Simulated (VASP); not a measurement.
The system is LiF.

```
CELL_PARAMETERS angstrom
0.00000 2.01400 2.01400
2.01400 0.00000 2.01400
2.01400 2.01400 0.00000
ATOMIC_POSITIONS crystal
Li 0.00000 0.00000 0.00000
F 0.50000 0.50000 0.50000
```

```yaml
Program: VASP 6.6.1
Task: relaxation of cell and atoms
Functional: r2SCAN
Potentials_or_basis: VASP PAW PBE potentials, release 64 (Li_sv, F)
Cutoff: 600 eV
k_mesh: 10 × 10 × 10
Occupations: gaussian, width 0.02 eV
Spin: no spin polarisation
```

At the start: pressure -3.2 GPa; volume 8.17 Å³/atom.

Task: Where does the relaxation end?

Result: Over 4 steps the energy falls by 3.7 meV/atom and the volume is 7.84 Å³/atom (-4.0 %); space group Fm-3m (No. 225, to 0.05 Å).

The path:
| step | energy change (eV) | largest force (eV/Å) | pressure (GPa) | volume (Å³) |
| --- | --- | --- | --- | --- |
| 1 | 0.0000 | 0.0000 | -3.25 | 16.34 |
| 2 | -0.0060 | 0.0000 | -1.48 | 15.95 |
| 3 | -0.0072 | 0.0000 | -0.38 | 15.75 |
| 4 | -0.0073 | 0.0000 | -0.01 | 15.68 |

Final structure:
```
Li F
1.0
     0.00000    1.98676    1.98676
     1.98676    0.00000    1.98676
     1.98676    1.98676    0.00000
Li F
1 1
Direct
  0.00000 0.00000 0.00000
  0.50000 0.50000 0.50000
```

Caveat: the cutoff is under 1.25 times the usual one of these potentials, so pressure, stress and relaxed cells hold a basis-set (Pulay) error; the PAW data sets were made with another functional, which shifts forces and pressure a little.
